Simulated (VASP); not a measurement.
Runs of VASP 6.6.1 on NbSnTe4. The structure is that of space group F-43m (No. 216), or close to it. The cells are those of the table. 

```csv
task,spin,cell,cutoff (eV),gap on the mesh (eV),pressure (GPa),largest force (eV/Å)
single point,off,"a = 6.224 Å, angles 60.0°, 6 atoms",520,none,-0.1,-
single point,off,"a = 6.517 Å, angles 60.0°, 6 atoms",520,none,-5.2,0.12
single point,"collinear, ferromagnetic start","a = 6.224 Å, angles 60.0°, 6 atoms",520,none,(a),0.10
relaxation of cell and atoms,off,"relaxed from a = 6.517 Å, angles 60.0°, 6 atoms",600,none,-0.1,0.02
```

Alike in all rows: level PBE; potentials or basis VASP PAW PBE potentials, release 64 (Nb_sv, Sn_d, Te); k mesh 4 × 4 × 4; smearing gaussian 0.1 eV.

Problem. Estimate the missing entries.

Solution. (a) 1.5.

Caveats: spin-orbit coupling is left out, which moves the levels of the heavy elements.

A k mesh can miss the band edges, and the runs leave out spin-orbit coupling on Nb, Sn, Te.

A gap of «none» marks levels without a gap at the run's occupations.
